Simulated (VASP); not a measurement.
# SiC (F-43m) in VASP: a series of runs

Runs on SiC. Level: PBEsol. Tasks: single point.

All numbers are computed with VASP 6.6.1; they aren't measurements. Logs are shortened: lines on timing, memory, paths and dates and some standing lists are left out, and cuts for length are marked.

**What was measured.**

From “Insight into the structural, elastic and electronic properties of a new orthorhombic 6O-SiC polytype”, 2020, pmc:7200658, for a bulk crystal of SiC: band gap 2.4 eV (indirect).

The results are compared with them further down.

**1. The cell of the first run**

Symmetry: F-43m, No. 216, cubic system. The conventional cell has a = 4.321 Å, b = 4.321 Å, c = 4.321 Å, α = 90.00°, β = 90.00°, γ = 90.00°. Si (site symmetry -43m) has 4 C at 1.87 Å within 2.5 Å. C (site symmetry -43m) has 4 Si at 1.87 Å within 2.5 Å.

**2. Single point, PBEsol**

INCAR reads:

```
ALGO = Normal
EDIFF = 1E-6
ENCUT = 600
GGA = PS
GGA_COMPAT = F
ISIF = 2
ISMEAR = 0
LASPH = T
LCHARG = F
LREAL = F
LWAVE = F
NBANDS = 11
NELM = 120
PREC = Accurate
SIGMA = 0.05
```

KPOINTS reads:

```
k-points
0
Gamma
  10 10 10
```

POSCAR reads:

```
SiC
1.0
    0.0000000000      2.1603138951      2.1603138951
    2.1603138951      0.0000000000      2.1603138951
    2.1603138951      2.1603138951      0.0000000000
Si C
1 1
Direct
    0.0000000000      0.0000000000      0.0000000000
    0.7500000000      0.7500000000      0.7500000000
```

Potentials or basis: VASP PAW PBE potentials, release 64 (Si, C).

Started as:

```bash
cat potpaw_PBE.64/Si/POTCAR potpaw_PBE.64/C/POTCAR > POTCAR
mpirun -np 1 vasp_std > vasp.out
```

OUTCAR:

```text
EDIFF = 1E-6
   ENCUT = 600
   GGA = PS
   ISIF = 2
   ISMEAR = 0
   LASPH = T
   LREAL = F
   NELM = 120
   PREC = Accurate

 ion  position               nearest neighbor table
   1  0.000  0.000  0.000-   2 1.87   2 1.87   2 1.87   2 1.87
   2  0.750  0.750  0.750-   1 1.87   1 1.87   1 1.87   1 1.87

  LATTYP: Found a face centered cubic cell.
 ALAT       =     4.3206277902

  Lattice vectors:

 A1 = (   0.0000000000,   2.1603138951,   2.1603138951)
 A2 = (   2.1603138951,   0.0000000000,   2.1603138951)
 A3 = (   2.1603138951,   2.1603138951,   0.0000000000)

Analysis of symmetry for initial positions (statically):
=====================================================================
 Subroutine PRICEL returns:
 Original cell was already a primitive cell.

 Routine SETGRP: Setting up the symmetry group for a
 face centered cubic supercell.

 Subroutine GETGRP returns: Found 24 space group operations
 (whereof 24 operations were pure point group operations)
 out of a pool of 48 trial point group operations.

The static configuration has the point symmetry T_d .

Analysis of symmetry for dynamics (positions and initial velocities):
=====================================================================
 Subroutine PRICEL returns:
 Original cell was already a primitive cell.

 Routine SETGRP: Setting up the symmetry group for a
 face centered cubic supercell.

 Subroutine GETGRP returns: Found 24 space group operations
 (whereof 24 operations were pure point group operations)
 out of a pool of 48 trial point group operations.

The dynamic configuration has the point symmetry T_d .

 Subroutine INISYM returns: Found 24 space group operations
 (whereof 24 operations are pure point group operations),
 and found     1 'primitive' translations

----------------------------------------------------------------------------------------

                                     Primitive cell

  volume of cell :      20.1642

  direct lattice vectors                    reciprocal lattice vectors
     0.000000000  2.160313895  2.160313895    -0.231447847  0.231447847  0.231447847
     2.160313895  0.000000000  2.160313895     0.231447847 -0.231447847  0.231447847
     2.160313895  2.160313895  0.000000000     0.231447847  0.231447847 -0.231447847

  length of vectors
     3.055145209  3.055145209  3.055145209     0.400879430  0.400879430  0.400879430

  position of ions in fractional coordinates (direct lattice)
     0.000000000  0.000000000  0.000000000
     0.750000000  0.750000000  0.750000000

  ion indices of the primitive-cell ions
   primitive index   ion index
                 1           1
                 2           2

----------------------------------------------------------------------------------------

 KPOINTS: k-points

Automatic generation of k-mesh.
 Grid dimensions read from file:
 generate k-points for:   10   10   10

 Generating k-lattice:

  Cartesian coordinates                     Fractional coordinates (reciprocal lattice)
    -0.023144785  0.023144785  0.023144785     0.100000000  0.000000000  0.000000000
     0.023144785 -0.023144785  0.023144785     0.000000000  0.100000000  0.000000000
     0.023144785  0.023144785 -0.023144785     0.000000000  0.000000000  0.100000000

  Length of vectors
     0.040087943  0.040087943  0.040087943

  Shift w.r.t. Gamma in fractional coordinates (k-lattice)
     0.000000000  0.000000000  0.000000000

 Subroutine IBZKPT returns following result:
 ===========================================

 Found     47 irreducible k-points:

 Following reciprocal coordinates:
            Coordinates               Weight
  0.000000  0.000000  0.000000      1.000000
  0.100000  0.000000  0.000000      8.000000
  0.200000  0.000000  0.000000      8.000000
  0.300000  0.000000  0.000000      8.000000
  0.400000  0.000000  0.000000      8.000000
  0.500000  0.000000  0.000000      4.000000
[... 16 lines left out ...]
  0.300000  0.300000  0.000000      6.000000
  0.400000  0.300000  0.000000     24.000000
 [... further k-points ...]
   k-points           NKPTS =     47   k-points in BZ     NKDIM =     47   number of bands    NBANDS=     11
   number of dos      NEDOS =    301   number of ions     NIONS =      2
   total plane-waves  NPLWV =  13824
   dimension x,y,z NGX =    24 NGY =   24 NGZ =   24
   dimension x,y,z NGXF=    48 NGYF=   48 NGZF=   48
   ions per type =               1   1
   NGX,Y,Z   is equivalent  to a cutoff of  13.06, 13.06, 13.06 a.u.
   NGXF,Y,Z  is equivalent  to a cutoff of  26.12, 26.12, 26.12 a.u.
 SYSTEM =  unknown system
   PREC   = accura    normal or accurate (medium, high low for compatibility)
   ISTART =      0    job   : 0-new  1-cont  2-samecut
   ICHARG =      2    charge: 1-file 2-atom 10-const
   ISPIN  =      1    spin polarized calculation?
   LNONCOLLINEAR =      F non collinear calculations
   LSORBIT =      F    spin-orbit coupling
   LASPH  =      T    aspherical Exc in radial PAW
   ENCUT  =  600.0 eV  44.10 Ry    6.64 a.u.   6.10  6.10  6.10*2*pi/ulx,y,z
   NELM   =    120;   NELMIN=  2; NELMDL= -5     # of ELM steps
   EDIFF  = 0.1E-05   stopping-criterion for ELM
   LREAL  =      F    real-space projection
   EDIFFG = 0.1E-04   stopping-criterion for IOM
   NSW    =      0    number of steps for IOM
   IBRION =     -1    ionic relax: 0-MD 1-quasi-New 2-CG
   NFREE  =      0    steps in history (QN), initial steepest desc. (CG)
   ISIF   =      2    stress and relaxation
   ISYM   =      2    0-nonsym 1-usesym 2-fastsym
   POTIM  = 0.5000    time-step for ionic-motion
   TEBEG  =    0.0;   TEEND  =   0.0 temperature during run
   PSTRESS=    0.0 pullay stress
   NELECT =       8.0000    total number of electrons
   NUPDOWN=      -1.0000    fix difference up-down
   EMIN   =  10.00;   EMAX   =-10.00  energy-range for DOS
   EFERMI =   0.00;   METHOD = LEGACY
   ISMEAR =     0;   SIGMA  =   0.05  broadening in eV -4-tet -1-fermi 0-gaus
   EFERMI_NEDOS =   21; number of points for ismear=-14 and -15
   IALGO  =     38    algorithm
   IMIX   =      4    mixing-type and parameters
     AMIX     =   0.40;   BMIX     =  1.00
     AMIX_MAG =   1.60;   BMIX_MAG =  1.00
  volume/ion in A,a.u.               =      10.08        68.04
  Fermi-wavevector in a.u.,A,eV,Ry     =   1.202942  2.273230 19.688570  1.447069
  Thomas-Fermi vector in A             =   2.338709
   LORBIT       =      0    0 simple, 1 ext, 2 COOP (PROOUT), +10 PAW based schemes
   GGA     = PS    functional components
   LHFCALC =     F    Hartree Fock is set to
   AEXX    =    0.0000 exact exchange contribution
   IVDW    =     0    specifies the selected vdW correction
   LEPSILON=     F    determine dielectric tensor
   LRPA    =     F    only Hartree local field effects (RPA)
 non-spin polarized calculation
 Gauss-broadening in eV      SIGMA  =   0.05
  energy-cutoff  :      600.00
  volume of cell :       20.16
 maximum number of plane-waves:       692
   NGX = 13   NGY = 13   NGZ = 13

 number of electron       8.0000000 magnetization

 Free energy of the ion-electron system (eV)
  ---------------------------------------------------
  ext. energy  EPLUGINS =         0.00000000
  ---------------------------------------------------
  free energy    TOTEN  =       -15.90576103 eV

  energy without entropy =      -15.90576103  energy(sigma->0) =      -15.90576103

 E-fermi :   8.5691     XC(G=0): -11.6165

 val. band max:        8.3487932256   @ k =   0.0000   0.0000   0.0000
 cond. band min:       9.5589292030   @ k =   0.5000   0.5000   0.0000
 fundamental gap:      1.2101359774
 Fermi energy:         8.5691153232

 k-point     1 :       0.0000    0.0000    0.0000
  band No.  band energies     occupation
      1      -7.2801      2.00000
      2       8.3488      2.00000
      3       8.3488      2.00000
      4       8.3488      2.00000
      5      14.8367      0.00000
      6      15.7720      0.00000
      7      15.7720      0.00000
      8      15.7720      0.00000
      9      22.9583      0.00000
     10      22.9583      0.00000
     11      25.0144      0.00000

 k-point     2 :       0.1000    0.0000    0.0000
  band No.  band energies     occupation
      1      -7.0800      2.00000
      2       7.3299      2.00000
      3       8.2133      2.00000
      4       8.2133      2.00000
      5      15.0459      0.00000
      6      16.0199      0.00000
      7      16.0199      0.00000
      8      16.0919      0.00000
      9      21.9606      0.00000
     10      21.9606      0.00000
     11      24.6462      0.00000

 k-point     3 :       0.2000    0.0000    0.0000
  band No.  band energies     occupation
      1      -6.4876      2.00000
      2       5.1752      2.00000
      3       7.9031      2.00000
      4       7.9031      2.00000
      5      14.7178      0.00000
      6      16.3708      0.00000
      7      16.3708      0.00000
      8      17.3094      0.00000
      9      21.2806      0.00000
     10      21.2806      0.00000
     11      23.7509      0.00000

 k-point     4 :       0.3000    0.0000    0.0000
  band No.  band energies     occupation
      1      -5.5372      2.00000
      2       2.8127      2.00000
      3       7.5842      2.00000
      4       7.5842      2.00000
      5      14.3099      0.00000
      6      16.1870      0.00000
      7      16.1870      0.00000
      8      18.2156      0.00000
      9      22.1505      0.00000
     10      22.1505      0.00000
     11      23.5416      0.00000
[... 239 lines left out ...]
 k-point    22 :      -0.2000    0.2000    0.0000
  band No.  band energies     occupation
      1      -5.2191      2.00000
      2       3.4923      2.00000
      3       5.0469      2.00000
      4       7.6996      2.00000
      5      14.9542      0.00000
      6      16.4988      0.00000
      7      16.8241      0.00000
      8      17.6548      0.00000
      9      19.8893      0.00000
     10      23.9096      0.00000
     11      27.6824      0.00000

 k-point    23 :       0.3000    0.3000    0.0000
  band No.  band energies     occupation
      1      -4.9481      2.00000
      2       3.9842      2.00000
      3       5.9294      2.00000
      4       5.9294      2.00000
      5      11.4464      0.00000
      6      13.9432      0.00000
      7      20.0736      0.00000
      8      20.0736      0.00000
      9      20.9863      0.00000
     10      25.5894      0.00000
     11      30.2318      0.00000

 k-point    24 :       0.4000    0.3000    0.0000
  band No.  band energies     occupation
      1      -4.0518      2.00000
      2       2.7328      2.00000
      3       5.1132      2.00000
      4       5.6620      2.00000
      5      11.1245      0.00000
      6      13.9678      0.00000
      7      20.1819      0.00000
      8      20.4568      0.00000
      9      22.3330      0.00000
     10      26.6036      0.00000
     11      29.9135      0.00000

 [... further k-points ...]
[... 5 lines left out ...]
  --------------------------------------------------------------------------------------
  -------------------------------------------------------------------------------------
  Total        0.7627887      0.7627887      0.7627887     -0.0000000     -0.0000000     -0.0000000
  in kB       60.6086000     60.6086000     60.6086000     -0.0000000     -0.0000000     -0.0000000
  external PRESSURE =      60.6086000 kB  Pullay stress =       0.0000000 kB

 VOLUME and BASIS-vectors are now :
 -----------------------------------------------------------------------------
  energy-cutoff  :      600.00
  volume of cell :       20.16
      direct lattice vectors                 reciprocal lattice vectors
     0.000000000  2.160313895  2.160313895    -0.231447847  0.231447847  0.231447847
     2.160313895  0.000000000  2.160313895     0.231447847 -0.231447847  0.231447847
     2.160313895  2.160313895  0.000000000     0.231447847  0.231447847 -0.231447847

 POSITION                                       TOTAL-FORCE (eV/Angst)
 -----------------------------------------------------------------------------------
      0.00000      0.00000      0.00000        -0.000000     -0.000000     -0.000000
      3.24047      3.24047      3.24047         0.000000      0.000000      0.000000
 -----------------------------------------------------------------------------------
    total drift:                               -0.000000     -0.000000     -0.000000

  FREE ENERGIE OF THE ION-ELECTRON SYSTEM (eV)
  ---------------------------------------------------
  free  energy   TOTEN  =       -15.9057610285 eV

  energy  without entropy=      -15.9057610285  energy(sigma->0) =      -15.90576103
```

Run time: 14 s. Hardware: 1 thread of Intel Xeon 8259CL, shared host; peak memory 0.13 GiB.

Results:

| Property | Result |
| --- | --- |
| Free energy | -15.9058 eV |
| Pressure | 6.1 GPa |
| Band gap on the k mesh | 1.21 eV (least direct gap 4.47 eV) |

Caveat: the cell stands under pressure; the PAW data sets were made with another functional, which shifts forces and pressure a little.

**3. Single point, PBEsol**

This run uses another cell than the first one, of 10.34 Å³/atom.

INCAR reads:

```
PREC = Accurate ; ENCUT = 600
EDIFF = 1E-6 ; ISMEAR = 0
SIGMA = 0.05 ; LREAL = F
LASPH = T ; NELM = 120
ALGO = Normal ; ISIF = 2
LWAVE = F ; LCHARG = F
GGA = PS ; NBANDS = 11
GGA_COMPAT = F
```

KPOINTS reads:

```
Automatic mesh
0
Gamma
  10 10 10
```

POSCAR reads:

```
SiC
1.0
    0.0000000000      2.1783945700      2.1783945700
    2.1783945700      0.0000000000      2.1783945700
    2.1783945700      2.1783945700      0.0000000000
Si C
1 1
Direct
    0.0000000000      0.0000000000      0.0000000000
    0.7500000000      0.7500000000      0.7500000000
```

Potentials or basis: VASP PAW PBE potentials, release 64 (Si, C).

Started as:

```bash
cat potpaw_PBE.64/Si/POTCAR potpaw_PBE.64/C/POTCAR > POTCAR
mpirun -np 1 vasp_std > vasp.out
```

It took 28 s on 1 thread of Intel Xeon 8259CL, shared host; peak memory 0.15 GiB.

Results (log left out):

```yaml
Free_energy: -15.9161 eV
Pressure: 0.2 GPa
Band_gap_on_the_k_mesh: 1.23 eV (least direct gap 4.44 eV)
```

Levels at points of the mesh, in eV from the valence-band top:
```tsv
k point	band 1	band 2	band 3	band 4	band 5	band 6	band 7	band 8	band 9
(0.00, 0.00, 0.00)	-15.43	0.00	0.00	0.00	6.20	7.25	7.25	7.25	14.46
(0.50, 0.00, 0.00)	-11.82	-8.60	-1.06	-1.06	5.38	7.14	7.14	9.92	16.02
(0.50, 0.50, 0.00)	-10.36	-7.84	-3.21	-3.21	1.23	4.20	13.96	13.96	14.69
```

Caveat: the PAW data sets were made with another functional, which shifts forces and pressure a little.

[end of part 1 of 2]
